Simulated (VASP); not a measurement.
# ZnPt3 (Pm-3m) in VASP: vibrations by perturbation theory with LDA

Aim: the vibrations by perturbation theory of ZnPt3 with LDA.

All numbers are computed with VASP 6.6.1; they aren't measurements. Logs are shortened: lines on timing, memory, paths and dates and some standing lists are left out, and cuts for length are marked.

### Step 1. The cell of the first run

It takes space group Pm-3m (No. 221, cubic). The conventional cell has a = 3.785 Å, b = 3.785 Å, c = 3.785 Å, α = 90.00°, β = 90.00°, γ = 90.00°. Zn (site symmetry m-3m) has 12 Pt at 2.68 Å within 3.5 Å. Pt (site symmetry 4/mmm) has 4 Zn at 2.68 Å and 8 Pt at 2.68 Å within 3.5 Å.

### Step 2. Vibrations by perturbation theory, LDA

Input file INCAR:

```
PREC = Accurate
ENCUT = 520
EDIFF = 1E-8
ISMEAR = -1
SIGMA = 0.15
LREAL = F
LASPH = T
NELM = 100
ALGO = Normal
ISIF = 2
LWAVE = F
LCHARG = T
NBANDS = 29
IBRION = 8
NSW = 1
```

Input file KPOINTS:

```
Automatic mesh
0
Gamma
  12 12 12
```

Input file POSCAR:

```
ZnPt3
1.0
    3.7853109551      0.0000000000      0.0000000000
    0.0000000000      3.7853109551      0.0000000000
    0.0000000000      0.0000000000      3.7853109551
Zn Pt
1 3
Direct
    0.0000000000      0.0000000000      0.0000000000
    0.0000000000      0.5000000000      0.5000000000
    0.5000000000      0.0000000000      0.5000000000
    0.5000000000      0.5000000000      0.0000000000
```

Potentials or basis: VASP PAW LDA potentials, release 64 (Zn, Pt).

Run with:

```bash
$ cat potpaw_LDA.64/Zn/POTCAR potpaw_LDA.64/Pt/POTCAR > POTCAR
$ mpirun -np 1 vasp_std > vasp.out
```

OUTCAR:

```text
PREC = Accurate
   ENCUT = 520
   EDIFF = 1E-8
   ISMEAR = -1
   LREAL = F
   LASPH = T
   NELM = 100
   ISIF = 2
   IBRION = 8
   NSW = 1

 ion  position               nearest neighbor table
   1  0.000  0.000  0.000-   2 2.68   3 2.68   4 2.68   2 2.68   3 2.68   2 2.68   4 2.68   2 2.68
                             3 2.68   4 2.68   3 2.68   4 2.68
   2  0.000  0.500  0.500-   1 2.68   3 2.68   4 2.68   1 2.68   4 2.68   1 2.68   3 2.68   1 2.68
                             3 2.68   4 2.68   4 2.68   3 2.68
   3  0.500  0.000  0.500-   1 2.68   2 2.68   4 2.68   1 2.68   4 2.68   2 2.68   4 2.68   4 2.68
                             1 2.68   2 2.68   1 2.68   2 2.68
   4  0.500  0.500  0.000-   1 2.68   2 2.68   3 2.68   2 2.68   3 2.68   1 2.68   3 2.68   3 2.68
                             1 2.68   2 2.68   2 2.68   1 2.68

  LATTYP: Found a simple cubic cell.
 ALAT       =     3.7853109551

  Lattice vectors:

 A1 = (   3.7853109551,   0.0000000000,   0.0000000000)
 A2 = (   0.0000000000,   3.7853109551,   0.0000000000)
 A3 = (   0.0000000000,   0.0000000000,   3.7853109551)

Analysis of symmetry for initial positions (statically):
=====================================================================
 Subroutine PRICEL returns:
 Original cell was already a primitive cell.

 Routine SETGRP: Setting up the symmetry group for a
 simple cubic supercell.

 Subroutine GETGRP returns: Found 48 space group operations
 (whereof 48 operations were pure point group operations)
 out of a pool of 48 trial point group operations.

The static configuration has the point symmetry O_h .

Analysis of symmetry for dynamics (positions and initial velocities):
=====================================================================
 Subroutine PRICEL returns:
 Original cell was already a primitive cell.

 Routine SETGRP: Setting up the symmetry group for a
 simple cubic supercell.

 Subroutine GETGRP returns: Found 48 space group operations
 (whereof 48 operations were pure point group operations)
 out of a pool of 48 trial point group operations.

The dynamic configuration has the point symmetry O_h .

 Subroutine INISYM returns: Found 48 space group operations
 (whereof 48 operations are pure point group operations),
 and found     1 'primitive' translations

----------------------------------------------------------------------------------------

                                     Primitive cell

  volume of cell :      54.2381

  direct lattice vectors                    reciprocal lattice vectors
     3.785310955  0.000000000  0.000000000     0.264179089  0.000000000  0.000000000
     0.000000000  3.785310955  0.000000000     0.000000000  0.264179089  0.000000000
     0.000000000  0.000000000  3.785310955     0.000000000  0.000000000  0.264179089

  length of vectors
     3.785310955  3.785310955  3.785310955     0.264179089  0.264179089  0.264179089

  position of ions in fractional coordinates (direct lattice)
     0.000000000  0.000000000  0.000000000
     0.000000000  0.500000000  0.500000000
     0.500000000  0.000000000  0.500000000
     0.500000000  0.500000000  0.000000000

  ion indices of the primitive-cell ions
[... 127 lines left out ...]

 val. band max:       10.5158316116   @ k =   0.5000   0.5000   0.3333
 cond. band min:      10.5333127517   @ k =   0.4167   0.4167   0.4167
 fundamental gap:      0.0174811401
 Fermi energy:        10.5284061341

 k-point     1 :       0.0000    0.0000    0.0000
  band No.  band energies     occupation
      1      -0.5392      2.00000
      2       2.4316      2.00000
      3       2.4316      2.00000
      4       2.4710      2.00000
      5       2.7104      2.00000
      6       2.7104      2.00000
[... 757 lines left out ...]
     28      21.4115      0.00000
     29      21.9821      0.00000

 [... further k-points ...]
[... 5 lines left out ...]
  --------------------------------------------------------------------------------------
  -------------------------------------------------------------------------------------
  Total        5.4980861      5.4980861      5.4980861      0.0000000     -0.0000000      0.0000000
  in kB      162.4117454    162.4117454    162.4117454      0.0000000     -0.0000000      0.0000000
  external PRESSURE =     162.4117454 kB  Pullay stress =       0.0000000 kB

 VOLUME and BASIS-vectors are now :
 -----------------------------------------------------------------------------
  energy-cutoff  :      520.00
  volume of cell :       54.24
      direct lattice vectors                 reciprocal lattice vectors
     3.785310955  0.000000000  0.000000000     0.264179089  0.000000000  0.000000000
     0.000000000  3.785310955  0.000000000     0.000000000  0.264179089  0.000000000
     0.000000000  0.000000000  3.785310955     0.000000000  0.000000000  0.264179089

 POSITION                                       TOTAL-FORCE (eV/Angst)
 -----------------------------------------------------------------------------------
      0.00000      0.00000      0.00000         0.000000      0.000000      0.000000
      0.00000      1.89266      1.89266         0.000000      0.000000      0.000000
      1.89266      0.00000      1.89266         0.000000      0.000000      0.000000
      1.89266      1.89266      0.00000         0.000000      0.000000      0.000000
 -----------------------------------------------------------------------------------
    total drift:                               -0.000000      0.000000      0.000000

  FREE ENERGIE OF THE ION-ELECTRON SYSTEM (eV)
  ---------------------------------------------------
  free  energy   TOTEN  =       -25.6425016660 eV

  energy  without entropy=      -25.4399172382  energy(sigma->0) =      -25.54120945

[... ionic steps 2 to 3 ...]

--------------------------------------- Ionic step        4  -------------------------------------------

------------------------ aborting loop because EDIFF is reached ----------------------------------------

[... ionic steps 5 to 6 ...]

--------------------------------------- Ionic step        7  -------------------------------------------

------------------------ aborting loop because EDIFF is reached ----------------------------------------

--------------------------------------- Ionic step        8  -------------------------------------------

 Free energy of the ion-electron system (eV)
  ---------------------------------------------------
  ---------------------------------------------------
  free energy    TOTEN  =        -0.25526653 eV

  energy without entropy =       -0.25526654

------------------------ aborting loop because EDIFF is reached ----------------------------------------

 INTERNAL STRAIN TENSOR  FOR ION    2  DIRECTION 2   (eV/Angst):
 -----------------------------------------------------------------------------
     0.01279  0.00000  0.00000
     0.00000  0.01314  0.00000
     0.00000  0.00000 -0.00009

 INTERNAL STRAIN TENSOR FOR ION    4 for displacements in x,y,z  (eV/Angst):
          X           Y           Z          XY          YZ          ZX
  --------------------------------------------------------------------------------
  x     0.00000     0.00000     0.00000     0.00000     0.00000     0.00000
  y     0.00000     0.00000     0.00000     0.00000     0.00000     0.00000
  z     0.00000     0.00000     0.00000     0.00000     0.00000     0.00000

 SECOND DERIVATIVES (NOT SYMMETRIZED)
 ------------------------------------
               1X          1Y          1Z          2X          2Y          2Z          3X          3Y          3Z          4X          4Y          4Z
  1X    -7.190874    0.000000    0.000000   -1.530213   -0.000000    0.000000    4.360544    0.000000    0.000000    4.360544    0.000000    0.000000
  1Y     0.000000   -7.190874    0.000000    0.000000    4.360544    0.000000   -0.000000   -1.530213   -0.000000    0.000000    4.360544    0.000000
  1Z    -0.000000   -0.000000   -7.190874    0.000000    0.000000    4.360544    0.000000    0.000000    4.360544   -0.000000   -0.000000   -1.530213
  2X    -1.525469    0.000000   -0.000000  -20.132714   -0.000000   -0.000000   10.829091   -0.000000    0.000000   10.829091   -0.000000    0.000000
  2Y     0.000000    4.364803    0.000000    0.000000  -13.463679    0.000000    0.000000   10.829733    0.000000    0.000000   -1.730857    0.000000
  2Z     0.000000    0.000000    4.364803    0.000000    0.000000  -13.463679    0.000000    0.000000   -1.730857    0.000000    0.000000   10.829733
  3X     4.364803    0.000000    0.000000   10.829733    0.000000    0.000000  -13.463679    0.000000    0.000000   -1.730857    0.000000    0.000000
  3Y    -0.000000   -1.525469   -0.000000   -0.000000   10.829091    0.000000   -0.000000  -20.132714   -0.000000    0.000000   10.829091    0.000000
  3Z     0.000000    0.000000    4.364803    0.000000    0.000000   -1.730857    0.000000    0.000000  -13.463679    0.000000    0.000000   10.829733
  4X     4.364803    0.000000    0.000000   10.829733    0.000000    0.000000   -1.730857    0.000000    0.000000  -13.463679    0.000000    0.000000
  4Y     0.000000    4.364803    0.000000    0.000000   -1.730857    0.000000    0.000000   10.829733    0.000000    0.000000  -13.463679    0.000000
  4Z     0.000000    0.000000   -1.525469   -0.000000   -0.000000   10.829091   -0.000000    0.000000   10.829091    0.000000    0.000000  -20.132714

 Eigenvectors and eigenvalues of the dynamical matrix
 ----------------------------------------------------

   1 f  =    6.922811 THz    43.497305 2PiTHz  230.920122 cm-1    28.630433 meV
             X         Y         Z           dx          dy          dz
      0.000000  0.000000  0.000000     0.439447    0.223138   -0.000000
      0.000000  1.892655  1.892655     0.537127   -0.201002    0.000000
      1.892655  0.000000  1.892655    -0.395854    0.272737   -0.000000
      1.892655  1.892655  0.000000    -0.395854   -0.201002    0.000000
[... 71 lines left out ...]
  12 f/i=    0.001576 THz     0.009903 2PiTHz    0.052572 cm-1     0.006518 meV
             X         Y         Z           dx          dy          dz
      0.000000  0.000000  0.000000    -0.292698    0.122448    0.004412
      0.000000  1.892655  1.892655    -0.504995    0.211294    0.007613
      1.892655  0.000000  1.892655    -0.505075    0.211260    0.007613
      1.892655  1.892655  0.000000    -0.505075    0.211294    0.007612

--------------------------------------------------------------------------------------------------------

 ELASTIC MODULI CONTR FROM IONIC RELAXATION (kBar)
 Direction    XX          YY          ZZ          XY          YZ          ZX
 --------------------------------------------------------------------------------
 XX           0.0000      0.0000      0.0000      0.0000      0.0000      0.0000
 YY           0.0000      0.0000      0.0000      0.0000      0.0000      0.0000
 ZZ           0.0000      0.0000      0.0000      0.0000      0.0000      0.0000
 XY           0.0000      0.0000      0.0000      0.0000      0.0000      0.0000
 YZ           0.0000      0.0000      0.0000      0.0000      0.0000      0.0000
 ZX           0.0000      0.0000      0.0000      0.0000      0.0000      0.0000
 --------------------------------------------------------------------------------
```

It took 14 min on 1 thread of Intel Xeon Platinum 8488C (Sapphire Rapids), shared host; peak memory 1 GiB.

What came out:

```yaml
Highest_phonon_frequency_at_Γ: 231 cm⁻¹
```

Phonon frequencies in cm⁻¹ (negative: imaginary):
```tsv
q point	frequencies
(0.000, 0.000, 0.000)	0 0 0 128 128 128 161 161 161 231 231 231
```

Caveat: the cell stands under pressure or tension, which shifts response properties; spin-orbit coupling is left out, which moves the levels of the heavy elements.
